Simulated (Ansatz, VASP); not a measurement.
Ge: VASP beside Ansatz

```
Ge
1.0
     0.00000    2.88053    2.76531
     2.88053    0.00000    2.76531
     2.88053    2.88053    0.00000
Ge
2
Direct
  0.50000 0.50000 0.50000
  0.75000 0.75000 0.75000
```

Change from the starting cell: engineering shear strain xy +0.0000, normal strain along z -0.0400.

Alike in both runs: task single point; functional PBE; k mesh 14 × 14 × 14; occupations gaussian, width 0.15 eV; no spin polarisation.

|  | VASP | Ansatz |
| --- | --- | --- |
| version | VASP 6.6.1 | Ansatz 0.2.0 |
| potentials or method | VASP PAW PBE potentials, release 64 (Ge_d), cutoff 520 eV | scalar-relativistic, plane waves, PAW |
| valence electrons in the cell | 28 | 28 |

|  | VASP | Ansatz | Ansatz less VASP |
| --- | --- | --- | --- |
| gap on the k mesh at the Fermi level (eV) | 0.14 | 0.13 | -0.003 |
| least direct gap on the mesh (eV) | 0.30 | 0.30 | 0.000 |
| pressure (GPa) | 2.6 | 2.7 | +0.09 |
| traceless stress, the component that is largest in VASP (GPa) | 1.75 | 1.75 | -0.006 |
